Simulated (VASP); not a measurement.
Wanted: the native input for a VASP 6.6.1 run.

* Task: single point
* Functional: PBE
* Potentials or basis: VASP PAW PBE potentials, release 64 (Ta_sv_GW, Si, O)
* Cutoff: 600 eV
* k mesh: 4 × 4 × 6
* Occupations: gaussian, width 0.1 eV
* Spin: no spin polarisation
* Dipole correction: no
* Second run: valence_matched
* Further INCAR settings: ALGO = Normal; EDIFF = 1e-06; NBANDS = 30

The structure of TaSiO4 lies in POSCAR:

```
TaSiO4
1.0
    5.4247429134      0.0000000000      0.0000000000
    0.0000000000      5.4247429134      0.0000000000
    0.0000000000      0.0000000000      3.0253139763
Ta Si O
1 1 4
Direct
    0.0000000000      0.0000000000      0.5000000000
    0.5000000000      0.5000000000      0.0000000000
    0.6511176889      0.0000000000      0.5000000000
    0.3488823111      0.0000000000      0.5000000000
    0.0000000000      0.6511176889      0.5000000000
    0.0000000000      0.3488823111      0.5000000000
```

These files were run (other wordings do the same):

INCAR

```
PREC = Accurate
ENCUT = 600
EDIFF = 1E-6
ISMEAR = 0
SIGMA = 0.1
LREAL = F
LASPH = T
NELM = 120
ALGO = Normal
ISIF = 2
LWAVE = F
LCHARG = T
GGA = PE
LELF = T
LVHAR = T
NBANDS = 30
GGA_COMPAT = F
```

KPOINTS

```
regular mesh
0
Gamma
  4 4 6
```

Potentials or basis: VASP PAW PBE potentials, release 64 (Ta_sv_GW, Si, O).

Command:

```bash
$ cat potpaw_PBE.64/Ta_sv_GW/POTCAR potpaw_PBE.64/Si/POTCAR potpaw_PBE.64/O/POTCAR > POTCAR
$ mpirun -np 1 vasp_std > vasp.out
```

Results of the run:

```yaml
Pressure: 0.2 GPa
Largest_force: 0.090 eV/Å
```

Caveat: an odd number of electrons without spin polarisation forces a metal; a magnetic or distorted state may lie lower.

Wall time 85 s on 1 thread of Intel(R) Xeon(R) Platinum 8488C (Sapphire Rapids), with other jobs on the host, peak memory 0.26 GiB.
